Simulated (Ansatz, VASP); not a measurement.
**SbMo: VASP beside Ansatz**

INCAR

```
SYSTEM = SbMo
PREC = Accurate ; ENCUT = 520
EDIFF = 1E-6 ; ISMEAR = 0
SIGMA = 0.05 ; LREAL = .False.
LASPH = .True. ; NELM = 100
ALGO = Normal ; ISIF = 2
LWAVE = .False. ; LCHARG = .False.
GGA = PE ; NBANDS = 16
```

KPOINTS

```
Automatic mesh
0
Gamma
  10 10 10
  0 0 0
```

Contents of POSCAR:

```
SbMo
1.0
    0.0000000000      2.7416021024      2.7416021024
    2.7416021024      0.0000000000      2.7416021024
    2.7416021024      2.7416021024      0.0000000000
Mo Sb
1 1
Direct
    0.5000000000      0.5000000000      0.5000000000
    0.0000000000      0.0000000000      0.0000000000
```

Input for Ansatz:

```yaml
crystal:
  lattice:
    - [0.0, 2.7416021024, 2.7416021024]
    - [2.7416021024, 0.0, 2.7416021024]
    - [2.7416021024, 2.7416021024, 0.0]
  atoms:
    - { symbol: Mo, position: [0.5, 0.5, 0.5] }
    - { symbol: Sb, position: [0.0, 0.0, 0.0] }
basis:
  ecutwfc: 420
  ecutrho_ratio: 4
kpoints:
  mp_grid: { grid: [10, 10, 10] }
hamiltonian:
  xc: pbe
scf:
  occupations: { method: gaussian, width: 0.05 }
output:
  forces: true
  stress: true
  eigenvalues: true
```

Alike in both runs: task single point; functional PBE; k mesh 10 × 10 × 10; occupations gaussian, width 0.05 eV; no spin polarisation.

|  | VASP | Ansatz |
| --- | --- | --- |
| version | VASP 6.6.1 | Ansatz 0.2.0 |
| potentials or method | VASP PAW PBE potentials, release 64 (Mo_sv, Sb), cutoff 520 eV | scalar-relativistic, plane waves, PAW |
| valence electrons in the cell | 19 | 29 |

```csv
,VASP,Ansatz,Ansatz less VASP
gap on the k mesh at the Fermi level (eV),none,none,-
pressure (GPa),2.5,2.6,+0.09
```

A gap of «none» marks a metal or a gap that the smearing closes. With one functional, cell and mesh, what is left measures potentials, basis and numerics. VASP's potentials hold 19 valence electrons a cell and Ansatz's 29, so a difference there can come from the potentials and not from the codes.

Spin-orbit coupling is off throughout.
